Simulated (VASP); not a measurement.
Wanted: the native input for a VASP 6.6.1 run.

```yaml
Task: single point
Functional: PBEsol
Dispersion: D3(BJ)
Potentials_or_basis: VASP PAW PBE potentials, release 64 (Cs_sv)
Cutoff: 520 eV
k_mesh: 6 × 6 × 6
Occupations: fermi-dirac, width 0.2 eV
Spin: no spin polarisation
Dipole_correction: no
Further_INCAR_settings: ALGO = Normal; EDIFF = 1e-06; NBANDS = 10
```

The structure of Cs lies in POSCAR:

```
Cs
1.0
   -2.7682929811      2.7682929811      4.1243748305
    2.7682929811     -2.7682929811      4.1243748305
    2.7682929811      2.7682929811     -4.1243748305
Cs
1
Direct
    0.0000000000      0.0000000000      0.0000000000
```

The input as run:

INCAR

```
SYSTEM = Cs
PREC = Accurate
ENCUT = 520
EDIFF = 1E-6
ISMEAR = -1
SIGMA = 0.2
LREAL = .False.
LASPH = .True.
NELM = 100
ALGO = Normal
ISIF = 2
LWAVE = .False.
LCHARG = .False.
GGA = PS
IVDW = 12
NBANDS = 10
```

KPOINTS

```
Automatic mesh
0
Gamma
  6 6 6
  0 0 0
```

Potentials or basis: VASP PAW PBE potentials, release 64 (Cs_sv).

Launch:

```console
$ cat potpaw_PBE.64/Cs_sv/POTCAR > POTCAR
$ mpirun -np 1 vasp_std > vasp.out
```

Results of the run:

The pressure is -0.4 GPa and the band gap on the k mesh is zero (an odd number of electrons rules out a gap without spin polarisation). The dispersion energy per atom is -0.103 eV.

Caveat: three body term missing; the PAW data sets were made with another functional, which shifts forces and pressure a little; spin-orbit coupling is left out, which moves the levels of the heavy elements.

It took 47 s on 1 thread of Intel Xeon 8259CL, with other jobs on the host, peak memory 0.25 GiB.
